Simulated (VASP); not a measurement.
A run of VASP 6.6.1 is set up as follows.

File INCAR:

```
SYSTEM = GaSb
  PREC = Accurate
  ENCUT = 520
  EDIFF = 1E-6
  ISMEAR = -1
  SIGMA = 0.05
  LREAL = .FALSE.
  LASPH = .TRUE.
  NELM = 100
  ALGO = Normal
  ISIF = 2
  LWAVE = .FALSE.
  LCHARG = .FALSE.
  GGA = PE
  NBANDS = 16
```

The input KPOINTS:

```
Automatic mesh
0
G
  8 8 8
  0 0 0
```

File POSCAR:

```
GaSb
1.0
    0.0000000000      2.9509536610      2.9509536610
    2.9509536610      0.0000000000      2.9509536610
    2.9509536610      2.9509536610      0.0000000000
Sb Ga
1 1
Direct
    0.7500000000      0.7500000000      0.7500000000
    0.0000000000      0.0000000000      0.0000000000
```

Potentials or basis: VASP PAW PBE potentials, release 64 (Sb, Ga_d).

Command:

```sh
$ cat potpaw_PBE.64/Sb/POTCAR potpaw_PBE.64/Ga_d/POTCAR > POTCAR
$ mpirun -np 1 vasp_std > vasp.out
```

Problem. Predict the band gap on the k mesh.

Solution. 0.64 eV, indirect (least direct gap 0.84 eV).

Problem. Predict the pressure.

Solution. 10.1 GPa.

Caveat: spin-orbit coupling is left out, which moves the levels of the heavy elements. A k mesh can miss the band edges.
